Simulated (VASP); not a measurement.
# CaZn (P4/mmm) in VASP: further runs

CaZn is run at these levels: LDA; tasks: single point.

All numbers are computed with VASP 6.6.1; they aren't measurements. Logs are shortened: lines on timing, memory, paths and dates and some standing lists are left out, and cuts for length are marked.

## 1. The cell of the first run

Symmetry: P4/mmm, No. 123, tetragonal system. Conventional cell: a = 3.852 Å, b = 3.852 Å, c = 3.274 Å, α = 90.00°, β = 90.00°, γ = 90.00°. Within 4.2 Å of Ca (site symmetry 4/mmm) lie 8 Zn at 3.18 Å and 6 Ca at 3.27 to 3.85 Å. Within 4.2 Å of Zn (site symmetry 4/mmm) lie 8 Ca at 3.18 Å and 6 Zn at 3.27 to 3.85 Å.

## 2. Single point, LDA

Input file INCAR:

```
PREC = Accurate ; ENCUT = 520
EDIFF = 1E-7 ; ISMEAR = 0
SIGMA = 0.15 ; LREAL = False
LASPH = True ; NELM = 100
ALGO = Fast ; ISIF = 2
LWAVE = False ; LCHARG = False
NBANDS = 18
```

Input file KPOINTS:

```
regular mesh
0
Gamma
  14 14 14
```

Input file POSCAR:

```
CaZn
1.0
    3.8517956971      0.0000000000      0.0000000000
    0.0000000000      3.8517956971      0.0000000000
    0.0000000000      0.0000000000      3.2740263425
Ca Zn
1 1
Direct
    0.0000000000      0.0000000000      0.0000000000
    0.5000000000      0.5000000000      0.5000000000
```

Potentials or basis: VASP PAW LDA potentials, release 64 (Ca_sv, Zn).

On the command line:

```bash
cat potpaw_LDA.64/Ca_sv/POTCAR potpaw_LDA.64/Zn/POTCAR > POTCAR
mpirun -np 1 vasp_std > vasp.out
```

OUTCAR:

```text
PREC = Accurate
   ENCUT = 520
   EDIFF = 1E-7
   ISMEAR = 0
   LREAL = False
   LASPH = True
   NELM = 100
   ISIF = 2

 ion  position               nearest neighbor table
   1  0.000  0.000  0.000-
   2  0.500  0.500  0.500-

  LATTYP: Found a simple tetragonal cell.
 ALAT       =     3.8517956971
 C/A-ratio  =     0.8500000000

  Lattice vectors:

 A1 = (   3.8517956971,   0.0000000000,   0.0000000000)
 A2 = (   0.0000000000,   3.8517956971,   0.0000000000)
 A3 = (   0.0000000000,   0.0000000000,   3.2740263425)

Analysis of symmetry for initial positions (statically):
=====================================================================
 Subroutine PRICEL returns:
 Original cell was already a primitive cell.

 Routine SETGRP: Setting up the symmetry group for a
 simple tetragonal supercell.

 Subroutine GETGRP returns: Found 16 space group operations
 (whereof 16 operations were pure point group operations)
 out of a pool of 16 trial point group operations.

The static configuration has the point symmetry D_4h.

Analysis of symmetry for dynamics (positions and initial velocities):
=====================================================================
 Subroutine PRICEL returns:
 Original cell was already a primitive cell.

 Routine SETGRP: Setting up the symmetry group for a
 simple tetragonal supercell.

 Subroutine GETGRP returns: Found 16 space group operations
 (whereof 16 operations were pure point group operations)
 out of a pool of 16 trial point group operations.

The dynamic configuration has the point symmetry D_4h.

 Subroutine INISYM returns: Found 16 space group operations
 (whereof 16 operations are pure point group operations),
 and found     1 'primitive' translations

----------------------------------------------------------------------------------------

                                     Primitive cell

  volume of cell :      48.5745

  direct lattice vectors                    reciprocal lattice vectors
     3.851795697  0.000000000  0.000000000     0.259619170  0.000000000  0.000000000
     0.000000000  3.851795697  0.000000000     0.000000000  0.259619170  0.000000000
     0.000000000  0.000000000  3.274026343     0.000000000  0.000000000  0.305434317

  length of vectors
     3.851795697  3.851795697  3.274026343     0.259619170  0.259619170  0.305434317

  position of ions in fractional coordinates (direct lattice)
     0.000000000  0.000000000  0.000000000
     0.500000000  0.500000000  0.500000000

  ion indices of the primitive-cell ions
   primitive index   ion index
                 1           1
                 2           2

----------------------------------------------------------------------------------------

 KPOINTS: regular mesh

Automatic generation of k-mesh.
 Grid dimensions read from file:
 generate k-points for:   14   14   14

 Generating k-lattice:

  Cartesian coordinates                     Fractional coordinates (reciprocal lattice)
     0.018544226  0.000000000  0.000000000     0.071428571  0.000000000  0.000000000
     0.000000000  0.018544226  0.000000000     0.000000000  0.071428571  0.000000000
     0.000000000  0.000000000  0.021816737     0.000000000  0.000000000  0.071428571

  Length of vectors
     0.018544226  0.018544226  0.021816737

  Shift w.r.t. Gamma in fractional coordinates (k-lattice)
     0.000000000  0.000000000  0.000000000

 Subroutine IBZKPT returns following result:
 ===========================================

 Found    288 irreducible k-points:

 Following reciprocal coordinates:
            Coordinates               Weight
  0.000000  0.000000  0.000000      1.000000
  0.071429  0.000000  0.000000      4.000000
  0.142857  0.000000  0.000000      4.000000
  0.214286  0.000000  0.000000      4.000000
  0.285714  0.000000  0.000000      4.000000
  0.357143  0.000000  0.000000      4.000000
[... 16 lines left out ...]
  0.285714  0.214286  0.000000      8.000000
  0.357143  0.214286  0.000000      8.000000
 [... further k-points ...]
   k-points           NKPTS =    288   k-points in BZ     NKDIM =    288   number of bands    NBANDS=     18
   number of dos      NEDOS =    301   number of ions     NIONS =      2
   total plane-waves  NPLWV =  21600
   dimension x,y,z NGX =    30 NGY =   30 NGZ =   24
   dimension x,y,z NGXF=    60 NGYF=   60 NGZF=   48
   ions per type =               1   1
   NGX,Y,Z   is equivalent  to a cutoff of  12.95, 12.95, 12.19 a.u.
   NGXF,Y,Z  is equivalent  to a cutoff of  25.90, 25.90, 24.37 a.u.
 SYSTEM =  unknown system
   PREC   = accura    normal or accurate (medium, high low for compatibility)
   ISTART =      0    job   : 0-new  1-cont  2-samecut
   ICHARG =      2    charge: 1-file 2-atom 10-const
   ISPIN  =      1    spin polarized calculation?
   LNONCOLLINEAR =      F non collinear calculations
   LSORBIT =      F    spin-orbit coupling
   LASPH  =      T    aspherical Exc in radial PAW
   ENCUT  =  520.0 eV  38.22 Ry    6.18 a.u.   7.16  7.16  6.09*2*pi/ulx,y,z
   NELM   =    100;   NELMIN=  2; NELMDL= -5     # of ELM steps
   EDIFF  = 0.1E-06   stopping-criterion for ELM
   LREAL  =      F    real-space projection
   EDIFFG = 0.1E-05   stopping-criterion for IOM
   NSW    =      0    number of steps for IOM
   IBRION =     -1    ionic relax: 0-MD 1-quasi-New 2-CG
   NFREE  =      0    steps in history (QN), initial steepest desc. (CG)
   ISIF   =      2    stress and relaxation
   ISYM   =      2    0-nonsym 1-usesym 2-fastsym
   POTIM  = 0.5000    time-step for ionic-motion
   TEBEG  =    0.0;   TEEND  =   0.0 temperature during run
   PSTRESS=    0.0 pullay stress
   NELECT =      22.0000    total number of electrons
   NUPDOWN=      -1.0000    fix difference up-down
   EMIN   =  10.00;   EMAX   =-10.00  energy-range for DOS
   EFERMI =   0.00;   METHOD = LEGACY
   ISMEAR =     0;   SIGMA  =   0.15  broadening in eV -4-tet -1-fermi 0-gaus
   EFERMI_NEDOS =   21; number of points for ismear=-14 and -15
   IALGO  =     68    algorithm
   IMIX   =      4    mixing-type and parameters
     AMIX     =   0.40;   BMIX     =  1.00
     AMIX_MAG =   1.60;   BMIX_MAG =  1.00
  volume/ion in A,a.u.               =      24.29       163.90
  Fermi-wavevector in a.u.,A,eV,Ry     =   1.257225  2.375810 21.505552  1.580613
  Thomas-Fermi vector in A             =   2.390894
   LORBIT       =      0    0 simple, 1 ext, 2 COOP (PROOUT), +10 PAW based schemes
   GGA     = CA    functional components
   LHFCALC =     F    Hartree Fock is set to
   AEXX    =    0.0000 exact exchange contribution
   IVDW    =     0    specifies the selected vdW correction
   LEPSILON=     F    determine dielectric tensor
   LRPA    =     F    only Hartree local field effects (RPA)
 non-spin polarized calculation
 RMM-DIIS sequential band-by-band and
 Gauss-broadening in eV      SIGMA  =   0.15
  energy-cutoff  :      520.00
  volume of cell :       48.57
 maximum number of plane-waves:      1344
 NGX is ok and might be reduce to    30

 number of electron      21.9999990 magnetization

 Free energy of the ion-electron system (eV)
  ---------------------------------------------------
  ext. energy  EPLUGINS =         0.00000000
  ---------------------------------------------------
  free energy    TOTEN  =        -4.44265016 eV

  energy without entropy =       -4.42787567  energy(sigma->0) =       -4.43526291

 E-fermi :   2.3412     XC(G=0):  -9.7994

 val. band max:        2.3402486726   @ k =   0.5000   0.1429   0.4286
 cond. band min:       2.3468175160   @ k =   0.3571   0.2857   0.0714
 fundamental gap:      0.0065688433
 Fermi energy:         2.3411902503

 k-point     1 :       0.0000    0.0000    0.0000
  band No.  band energies     occupation
      1     -38.2852      2.00000
      2     -19.5396      2.00000
      3     -19.5396      2.00000
      4     -19.4558      2.00000
      5      -4.8082      2.00000
      6      -4.7599      2.00000
[... 10 lines left out ...]
     17       7.2217      0.00000
     18       9.3819      0.00000

 k-point     2 :       0.0714    0.0000    0.0000
  band No.  band energies     occupation
      1     -38.2849      2.00000
      2     -19.5452      2.00000
      3     -19.5392      2.00000
      4     -19.4555      2.00000
      5      -4.8068      2.00000
      6      -4.7553      2.00000
[... 10 lines left out ...]
     17       7.2238      0.00000
     18       9.5349      0.00000

 k-point     3 :       0.1429    0.0000    0.0000
  band No.  band energies     occupation
      1     -38.2840      2.00000
      2     -19.5607      2.00000
      3     -19.5379      2.00000
      4     -19.4546      2.00000
      5      -4.8031      2.00000
      6      -4.7427      2.00000
[... 10 lines left out ...]
     17       7.4340      0.00000
     18       9.9296      0.00000

 k-point     4 :       0.2143    0.0000    0.0000
  band No.  band energies     occupation
      1     -38.2826      2.00000
      2     -19.5831      2.00000
      3     -19.5361      2.00000
      4     -19.4532      2.00000
      5      -4.7979      2.00000
      6      -4.7252      2.00000
[... 10 lines left out ...]
     17       8.0849      0.00000
     18      10.7195      0.00000

 k-point     5 :       0.2857    0.0000    0.0000
  band No.  band energies     occupation
      1     -38.2811      2.00000
      2     -19.6078      2.00000
      3     -19.5340      2.00000
      4     -19.4517      2.00000
      5      -4.7923      2.00000
      6      -4.7064      2.00000
[... 10 lines left out ...]
     17       8.7868      0.00000
     18      10.5753      0.00000

 k-point     6 :       0.3571    0.0000    0.0000
  band No.  band energies     occupation
      1     -38.2797      2.00000
      2     -19.6300      2.00000
      3     -19.5322      2.00000
      4     -19.4504      2.00000
      5      -4.7874      2.00000
      6      -4.6897      2.00000
[... 10 lines left out ...]
     17       9.5343      0.00000
     18      10.1582      0.00000

 k-point     7 :       0.4286    0.0000    0.0000
  band No.  band energies     occupation
      1     -38.2788      2.00000
      2     -19.6452      2.00000
      3     -19.5309      2.00000
      4     -19.4495      2.00000
      5      -4.7841      2.00000
      6      -4.6791      2.00000
[... 10 lines left out ...]
     17       9.7661      0.00000
     18      10.3250      0.00000

 k-point     8 :       0.5000    0.0000    0.0000
  band No.  band energies     occupation
      1     -38.2784      2.00000
      2     -19.6506      2.00000
      3     -19.5305      2.00000
      4     -19.4491      2.00000
      5      -4.7829      2.00000
      6      -4.6797      2.00000
[... 10 lines left out ...]
     17       9.5945      0.00000
     18      11.1601      0.00000
[... 229 lines left out ...]
     17       8.5366      0.00000
     18      10.6970      0.00000

 k-point    20 :       0.4286    0.1429    0.0000
  band No.  band energies     occupation
      1     -38.2775      2.00000
      2     -19.6418      2.00000
      3     -19.5503      2.00000
      4     -19.4481      2.00000
      5      -4.7821      2.00000
      6      -4.6982      2.00000
[... 10 lines left out ...]
     17       8.8990      0.00000
     18      10.2018      0.00000

 k-point    21 :       0.5000    0.1429    0.0000
  band No.  band energies     occupation
      1     -38.2772      2.00000
      2     -19.6471      2.00000
      3     -19.5498      2.00000
      4     -19.4477      2.00000
      5      -4.7810      2.00000
      6      -4.6993      2.00000
[... 10 lines left out ...]
     17       9.0582      0.00000
     18       9.9853      0.00000

 k-point    22 :       0.2143    0.2143    0.0000
  band No.  band energies     occupation
      1     -38.2800      2.00000
      2     -19.5806      2.00000
      3     -19.5758      2.00000
      4     -19.4505      2.00000
      5      -4.7903      2.00000
      6      -4.6937      2.00000
[... 10 lines left out ...]
     17       7.5164      0.00000
     18      11.1303      0.00000

 k-point    23 :       0.2857    0.2143    0.0000
  band No.  band energies     occupation
      1     -38.2785      2.00000
      2     -19.6023      2.00000
      3     -19.5751      2.00000
      4     -19.4490      2.00000
      5      -4.7864      2.00000
      6      -4.7039      2.00000
[... 10 lines left out ...]
     17       7.7720      0.00000
     18      10.8610      0.00000

 k-point    24 :       0.3571    0.2143    0.0000
  band No.  band energies     occupation
      1     -38.2772      2.00000
      2     -19.6235      2.00000
      3     -19.5727      2.00000
      4     -19.4476      2.00000
      5      -4.7830      2.00000
      6      -4.7122      2.00000
[... 10 lines left out ...]
     17       8.1336      0.00000
     18      10.1669      0.00000

 [... further k-points ...]
[... 5 lines left out ...]
  --------------------------------------------------------------------------------------
  -------------------------------------------------------------------------------------
  Total       -1.5117293     -1.5117293      0.2921705      0.0000000      0.0000000      0.0000000
  in kB      -49.8627188    -49.8627188      9.6369194      0.0000000      0.0000000      0.0000000
  external PRESSURE =     -30.0295060 kB  Pullay stress =       0.0000000 kB

 VOLUME and BASIS-vectors are now :
 -----------------------------------------------------------------------------
  energy-cutoff  :      520.00
  volume of cell :       48.57
      direct lattice vectors                 reciprocal lattice vectors
     3.851795697  0.000000000  0.000000000     0.259619170  0.000000000  0.000000000
     0.000000000  3.851795697  0.000000000     0.000000000  0.259619170  0.000000000
     0.000000000  0.000000000  3.274026343     0.000000000  0.000000000  0.305434317

 POSITION                                       TOTAL-FORCE (eV/Angst)
 -----------------------------------------------------------------------------------
      0.00000      0.00000      0.00000         0.000000      0.000000      0.000000
      1.92590      1.92590      1.63701         0.000000      0.000000      0.000000
 -----------------------------------------------------------------------------------
    total drift:                                0.000000      0.000000      0.000000

  FREE ENERGIE OF THE ION-ELECTRON SYSTEM (eV)
  ---------------------------------------------------
  free  energy   TOTEN  =        -4.4426501579 eV

  energy  without entropy=       -4.4278756717  energy(sigma->0) =       -4.43526291
```

It took 3 min on 1 thread of AMD EPYC 9R45 (Zen 5), shared host; peak memory 0.33 GiB.

What came out:

```
Free energy            : -4.4427 eV
Pressure               : -3.0 GPa
Band gap on the k mesh : zero (bands 11 and 12 overlap by 2.01 eV)
```

Caveat: the stress differs along the axes, from -5 to 1 GPa.

## 3. Single point, LDA

This run uses another cell than the first one, of the same volume but with other edges.

Input file INCAR:

```
SYSTEM = CaZn
  ALGO = Fast
  EDIFF = 1E-6
  ENCUT = 520
  GGA = CA
  ISIF = 2
  ISMEAR = 0
  LASPH = .True.
  LCHARG = .False.
  LREAL = .False.
  LWAVE = .False.
  NBANDS = 18
  NELM = 60
  PREC = Accurate
  SIGMA = 0.15
```

Input file KPOINTS:

```
k-points
0
Gamma
  14 14 14
  0 0 0
```

Input file POSCAR:

```
CaZn
1.0
    3.4335428385      0.0000000000      0.0000000000
    0.0000000000      3.4335428385      0.0000000000
    0.0000000000      0.0000000000      4.1202514062
Ca Zn
1 1
Direct
    0.0000000000      0.0000000000      0.0000000000
    0.5000000000      0.5000000000      0.5000000000
```

Potentials or basis: VASP PAW LDA potentials, release 64 (Ca_sv, Zn).

On the command line:

```bash
cat potpaw_LDA.64/Ca_sv/POTCAR potpaw_LDA.64/Zn/POTCAR > POTCAR
mpirun -np 1 vasp_std > vasp.out
```

It took 2.5 min on 1 thread of AMD EPYC 9R45 (Zen 5), shared host; peak memory 0.32 GiB.

It converged, with:

| Property | Result |
| --- | --- |
| Free energy | -4.4405 eV |
| Pressure | -2.9 GPa |
| Band gap on the k mesh | zero (bands 11 and 12 overlap by 1.82 eV) |

Stress tensor (GPa, compression positive):
```
-1.43  0.00  0.00
 0.00 -1.43  0.00
 0.00  0.00 -5.91
```

Levels at points of the mesh, in eV from the Fermi level:
```
           k point  band 7  band 8  band 9  band 10  band 11  band 12  band 13  band 14  band 15  band 16
(0.00, 0.00, 0.00)   -6.99   -6.99   -6.93    -6.51     1.01     1.42     2.39     4.47     4.47     5.01
(0.50, 0.00, 0.00)   -7.00   -6.98   -6.97    -3.72    -2.44     1.11     1.91     3.08     4.64     5.98
(0.50, 0.50, 0.00)   -7.09   -7.03   -6.83    -2.58     0.28     0.28     1.83     2.90     2.90     4.81
(0.00, 0.00, 0.50)   -6.99   -6.99   -6.93    -4.84    -3.00     1.60     3.10     3.10     4.09     5.02
(0.50, 0.00, 0.50)   -7.01   -7.00   -6.91    -3.47    -0.62    -0.16     0.92     3.68     4.21     4.66
(0.50, 0.50, 0.50)   -7.08   -6.92   -6.83    -0.76    -0.57    -0.57    -0.38     4.80     4.81     4.81
```

## 4. Single point, LDA

This run uses another cell than the first one, of the same volume but with other edges.

Input file INCAR:

```
ALGO = Fast
EDIFF = 1E-6
ENCUT = 520
ISIF = 2
ISMEAR = 0
LASPH = True
LCHARG = False
LREAL = False
LWAVE = False
NBANDS = 18
NELM = 80
PREC = Accurate
SIGMA = 0.15
```

Input file KPOINTS:

```
k-points
0
Gamma
  14 14 14
```

Input file POSCAR:

```
CaZn
1.0
    3.9637356676      0.0000000000      0.0000000000
    0.0000000000      3.9637356676      0.0000000000
    0.0000000000      0.0000000000      3.0917138207
Ca Zn
1 1
Direct
    0.0000000000      0.0000000000      0.0000000000
    0.5000000000      0.5000000000      0.5000000000
```

On the command line:

```bash
cat potpaw_LDA.64/Ca_sv/POTCAR potpaw_LDA.64/Zn/POTCAR > POTCAR
mpirun -np 1 vasp_std > vasp.out
```

Run time: 2.3 min. Hardware: 1 thread of AMD EPYC 9R45 (Zen 5), shared host; peak memory 0.32 GiB.

Results (log left out):

| Property | Result |
| --- | --- |
| Free energy | -4.3089 eV |
| Pressure | -3.0 GPa |
| Band gap on the k mesh | zero (bands 11 and 12 overlap by 2.25 eV) |

Stress tensor (GPa, compression positive):
```
-6.15  0.00  0.00
 0.00 -6.15  0.00
 0.00  0.00  3.16
```

Levels at points of the mesh, in eV from the Fermi level:
```
           k point  band 8  band 9  band 10  band 11  band 12  band 13  band 14  band 15
(0.00, 0.00, 0.00)   -6.89   -6.89    -6.50     0.95     1.17     2.99     2.99     3.89
(0.50, 0.00, 0.00)   -6.90   -6.89    -4.67    -2.87     1.30     1.35     4.29     4.45
(0.50, 0.50, 0.00)   -6.91   -6.91    -4.12    -0.81    -0.81     0.30     4.67     4.67
(0.00, 0.00, 0.50)   -6.99   -6.88    -2.76    -2.01     1.50     1.50     2.47     4.33
(0.50, 0.00, 0.50)   -7.01   -6.82    -2.55    -0.16     0.70     1.75     2.42     3.60
(0.50, 0.50, 0.50)   -6.91   -6.78    -0.65    -0.65    -0.47    -0.15     4.92     4.92
```

Caveat: the stress differs along the axes, from -6 to 3 GPa.

## 5. Summary

```csv
cell,further INCAR settings,gap on the mesh (eV),pressure (GPa)
"a = 3.852, b = 3.852, c = 3.274 Å, 2 atoms",ALGO = Fast; EDIFF = 1e-07; NBANDS = 18,none,-3.0
"a = 3.434, b = 3.434, c = 4.120 Å, 2 atoms",ALGO = Fast; EDIFF = 1e-06; NBANDS = 18,none,-2.9
"a = 3.964, b = 3.964, c = 3.092 Å, 2 atoms",ALGO = Fast; EDIFF = 1e-06; NBANDS = 18,none,-3.0
```

Alike in all rows: task single point; level LDA; potentials or basis VASP PAW LDA potentials, release 64 (Ca_sv, Zn); no spin polarisation; k mesh 14 × 14 × 14; cutoff (eV) 520; smearing gaussian 0.15 eV.

Caveats: the stress differs along the axes, from -5 to 1 GPa (at least some runs); the stress differs along the axes, from -6 to 3 GPa (at least some runs).

Absolute energies hang on the potentials; compare differences alone.
